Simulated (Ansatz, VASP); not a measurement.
**Br: VASP beside Ansatz**

Contents of INCAR:

```
SYSTEM = Br
  PREC = Accurate
  ENCUT = 520
  EDIFF = 1E-7
  ISMEAR = 0
  SIGMA = 0.1
  LREAL = .FALSE.
  LASPH = .TRUE.
  NELM = 100
  ALGO = Normal
  ISIF = 2
  LWAVE = .FALSE.
  LCHARG = .TRUE.
  GGA = PE
  LELF = .TRUE.
  LVHAR = .TRUE.
  NBANDS = 10
```

File KPOINTS:

```
regular mesh
0
G
  20 20 20
  0 0 0
```

File POSCAR:

```
Br
1.0
   -1.2742481484      1.7138740100      3.6615372536
    1.2742481484     -1.7138740100      3.6615372536
    1.2742481484      1.7138740100     -3.6615372536
Br
1
Direct
    0.0000000000      0.0000000000      0.0000000000
```

Input for Ansatz:

```yaml
crystal:
  lattice:
    - [-1.2742481484, 1.71387401, 3.6615372536]
    - [1.2742481484, -1.71387401, 3.6615372536]
    - [1.2742481484, 1.71387401, -3.6615372536]
  atoms:
    - { symbol: Br, position: [0.0, 0.0, 0.0] }
basis:
  ecutwfc: 420
kpoints:
  mp_grid: { grid: [20, 20, 20] }
hamiltonian:
  xc: pbe
scf:
  occupations: { method: gaussian, width: 0.1 }
output:
  forces: true
  stress: true
  eigenvalues: true
```

Alike in both runs: task single point; functional PBE; k mesh 20 × 20 × 20; occupations gaussian, width 0.1 eV; no spin polarisation.

|  | VASP | Ansatz |
| --- | --- | --- |
| version | VASP 6.6.1 | Ansatz 0.2.0 |
| potentials or method | VASP PAW PBE potentials, release 64 (Br), cutoff 520 eV | scalar-relativistic, plane waves, PAW |
| valence electrons in the cell | 7 | 7 |

|  | VASP | Ansatz | Ansatz less VASP |
| --- | --- | --- | --- |
| gap on the k mesh at the Fermi level (eV) | none | none | - |
| pressure (GPa) | 2.1 | 2.1 | 0.00 |
| traceless stress, the component that is largest in VASP (GPa) | 2.68 | 2.68 | -0.006 |

A gap of «none» marks a metal or a gap that the smearing closes.
